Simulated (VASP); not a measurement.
Rh: single point with PBE

Crystal: Rh.

```xyz
1
Lattice="0.0000 1.8763 1.8763 1.8763 0.0000 1.8763 1.8763 1.8763 0.0000" Properties=species:S:1:pos:R:3 pbc="T T T"
Rh    0.0000    0.0000    0.0000
```

```
Program             : VASP 6.6.1
Task                : single point
Functional          : PBE
Potentials or basis : VASP PAW PBE potentials, release 64 (Rh_pv)
Cutoff              : 520 eV
k mesh              : 49 × 49 × 49
Occupations         : fermi-dirac, width 0.0612256 eV
Spin                : no spin polarisation
```

```yaml
Pressure: 18.6 GPa
Band_gap_on_the_k_mesh: zero (an odd number of electrons rules out a gap without spin polarisation)
```

Levels at points of the mesh, in eV from the Fermi level:
```
           k point  band 5  band 6  band 7  band 8  band 9  band 10
(0.00, 0.00, 0.00)   -3.27   -3.27   -3.27   -1.05   -1.05    15.96
```

Run time: 3.3 min on 1 thread of Intel(R) Xeon(R) Platinum 8559C (Emerald Rapids) (shared host), peak memory 0.56 GiB.

Caveat: the cell stands under pressure.
